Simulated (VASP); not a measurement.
A run of VASP 6.6.1 is set up as follows.

Contents of INCAR:

```
SYSTEM = H12C11S10O6
ALGO = Normal
EDIFF = 1E-6
ENCUT = 910
GGA = PE
GGA_COMPAT = .False.
ISIF = 2
ISMEAR = -1
LASPH = .True.
LCHARG = .False.
LREAL = Auto
LWAVE = .False.
NBANDS = 101
NELM = 120
PREC = Accurate
SIGMA = 0.02
```

File KPOINTS:

```
k-points
0
Gamma
  1 1 1
  0 0 0
```

POSCAR

```
H12C11S10O6
1.0
    8.8484930000      0.0000000000      0.0000000000
    0.0000000000      8.8484930000      0.0000000000
    0.0000000000      0.0000000000      8.8484930000
S C O H
10 11 6 12
Direct
    0.8661926952      0.5387132023      1.0876428336
    0.8599882488      0.3584452177      0.7899311216
    0.5324183451      0.6377583166      0.8320512883
    0.2693792039      0.4862748945      0.6589483656
    0.4790081204      0.3328702413      0.1965080381
    0.5823025458      0.1131492108     -0.0530598826
    0.0635588456      0.7857270159      0.4551057451
   -0.1273211156      0.9165289502      0.1770470972
    0.7288246710     -0.0075154040      0.6039672518
    0.5070354918     -0.0367633223      0.3356051703
    0.8777539859      0.4493985586      0.9329837295
    0.4005427817      0.5525460663      0.7525462245
    0.5258974607      0.2337008121      0.0568684408
   -0.0301859311      0.8517721605      0.3117366991
    0.6104316294     -0.0262304553      0.4749622337
    0.3062442384      0.6750415014      0.2325480734
    0.0705204830      0.8214167090      0.8740697427
    0.9141895688      0.2647004411      0.3547948786
    0.2916767861      0.1243714608      0.6647007575
    0.1685371735      0.2106008334     -0.0218681305
    0.6904452544      0.5948696575      0.4440530156
    0.2907952801      0.7798955144      0.1453128798
   -0.0199355981      0.8584286612      0.7834102372
    0.9959662058      0.2960052068      0.4558177308
    0.3426007118      0.0345934613      0.7565808099
    0.1628073843      0.2322768408      0.1143019495
    0.5862354188      0.5053967947      0.4406852105
    0.3978756609      0.6814154681      0.3251175087
    0.2345823181      0.5768213864      0.2392949850
    0.0563824823      0.7392671272      0.9637460300
    0.1816241478      0.8634916703      0.8445053864
    0.9669669174      0.2294854050      0.2405155319
    0.7901345461      0.2730860498      0.3635647336
    0.1717693623      0.1541844470      0.6671418512
    0.3627849398      0.1650676562      0.5704022143
    0.2350795780      0.2845795324     -0.1007177154
    0.1236481738      0.1078375719     -0.0664067881
    0.6806808798      0.7039390775      0.3888119706
    0.8037639856      0.5856025427      0.5001077585
```

Potentials or basis: VASP PAW PBE potentials, release 64 (S, C_h, O_h, H_h).

Run with:

```bash
$ cat potpaw_PBE.64/S/POTCAR potpaw_PBE.64/C_h/POTCAR potpaw_PBE.64/O_h/POTCAR potpaw_PBE.64/H_h/POTCAR > POTCAR
$ mpirun -np 1 vasp_gam > vasp.out
```

Problem. What does it give for the band gap on the k mesh?

Solution. 2.33 eV.

Problem. Predict the pressure.

Solution. 2.1 GPa.

Problem. What does it give for the largest force?

Solution. 4.286 eV/Å.

Stress tensor (GPa, compression positive):
```
2.44 0.44 0.56
0.44 2.02 0.98
0.56 0.98 1.70
```

Caveat: the k points lie up to 0.71 Å⁻¹ apart; the cutoff is under 1.25 times the usual one of these potentials, so pressure, stress and relaxed cells hold a basis-set (Pulay) error; the atoms stand as in a frame of molecular dynamics.
